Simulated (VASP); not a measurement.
A run of VASP 6.6.1 is set up as follows.

INCAR

```
SYSTEM = La
  ALGO = Normal
  EDIFF = 1E-6
  ENCUT = 520
  GGA = RE
  ISIF = 2
  ISMEAR = -1
  LASPH = .True.
  LCHARG = .True.
  LELF = .True.
  LREAL = .False.
  LVHAR = .True.
  LWAVE = .False.
  NBANDS = 18
  NELM = 100
  PREC = Accurate
  SIGMA = 0.1
```

Contents of KPOINTS:

```
k-points
0
Gamma
  11 11 6
  0 0 0
```

POSCAR

```
La
1.0
    3.7867979233      0.0000000000      0.0000000000
   -1.8933989616      3.2794632006      0.0000000000
    0.0000000000      0.0000000000      6.0778296035
La
2
Direct
    0.3333333333      0.6666666667      0.2500000000
    0.6666666667      0.3333333333      0.7500000000
```

Potentials or basis: VASP PAW PBE potentials, release 64 (La).

Run with:

```bash
$ cat potpaw_PBE.64/La/POTCAR > POTCAR
$ mpirun -np 1 vasp_std > vasp.out
```

Predict the band gap on the k mesh.

zero (bands 11 and 12 overlap by 1.46 eV).

Predict the pressure.

1.0 GPa.

Caveat: the PAW data sets were made with another functional, which shifts forces and pressure a little; spin-orbit coupling is left out, which moves the levels of the heavy elements.
